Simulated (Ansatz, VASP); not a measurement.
## SnSe2 in VASP and in Ansatz

The input INCAR:

```
SYSTEM = SnSe2
PREC     = Accurate       ! precision mode
ENCUT    = 520            ! plane-wave cutoff, eV
EDIFF    = 1E-6           ! SCF threshold, eV
ISMEAR   = -5             ! smearing method
SIGMA    = 0.05           ! smearing width, eV
LREAL    = .False.        ! projectors in reciprocal space
LASPH    = .True.         ! aspherical terms in the spheres
NELM     = 150            ! most SCF steps
ALGO     = Normal         ! electronic algorithm
ISIF     = 2              ! what is computed and relaxed
LWAVE    = .False.        ! write WAVECAR
LCHARG   = .False.        ! write CHGCAR
ISPIN    = 2              ! spin polarisation
MAGMOM   = 1 0 0          ! initial moments
LORBIT   = 11             ! projections on sites
NUPDOWN  = 1.0            ! fixed moment
GGA      = PS             ! functional
IVDW     = 13             ! dispersion correction
NBANDS   = 24             ! bands
```

The input KPOINTS:

```
regular mesh
0
Gamma
  8 8 5
  0 0 0
```

The input POSCAR:

```
SnSe2
1.0
    3.8611504880      0.0000000000      0.0000000000
   -1.9305752440      3.3438544104      0.0000000000
    0.0000000000      0.0000000000      6.2167461018
Sn Se
1 2
Direct
    0.0000000000      0.0000000000      0.0000000000
    0.6666666667      0.3333333333      0.7510000000
    0.3333333333      0.6666666667      0.2490000000
```

File input.yaml:

```yaml
crystal:
  lattice:
    - [3.861150488, 0.0, 0.0]
    - [-1.930575244, 3.3438544104, 0.0]
    - [0.0, 0.0, 6.2167461018]
  atoms:
    - { symbol: Sn, position: [0.0, 0.0, 0.0], spin: 1.0 }
    - { symbol: Se, position: [0.6666666667, 0.3333333333, 0.751] }
    - { symbol: Se, position: [0.3333333333, 0.6666666667, 0.249] }
kpoints:
  mp_grid: { grid: [8, 8, 5] }
scf:
  occupations: { method: tetrahedron }
  lower_state_search: "off"
hamiltonian:
  xc: pbesol
  dispersion: d4
  pseudopotentials: { kind: all_electron, lapw: { basis_error: 0.0005 } }
magnetization:
  spin_polarized: true
  initial_magnetization: 1.0
  spin_locking: { lock_magnetization: hard }
output:
  forces: true
  stress: true
  eigenvalues: true
```

Change from the starting cell: volume scaled by 1.04.

Alike in both runs: task single point; functional PBEsol; dispersion D4; k mesh 8 × 8 × 5; occupations tetrahedron; collinear spin; fixed moment 1 μB.

|  | VASP | Ansatz |
| --- | --- | --- |
| version | VASP 6.6.1 | Ansatz 0.2.0 |
| potentials or method | VASP PAW PBE potentials, release 64 (Sn_d, Se), cutoff 520 eV | all-electron LAPW, scalar-relativistic |

```csv
,VASP,Ansatz,Ansatz less VASP
pressure (GPa),1.1,1.0,-0.11
"traceless stress, the component that is largest in VASP (GPa)",1.02,1.03,+0.009
rms of the force components (eV/Å),0.407,0.399,-0.0084
size of the moment on the site where the two differ most (μB),0.26,0.31,+0.049
```

VASP's potentials were made for PBE, not for PBEsol. Site moments also hang on the region over which each program counts them. Atom by atom the forces differ by 0.008 eV/Å (rms over components). Ansatz ran all-electron here, and VASP with PAW potentials.
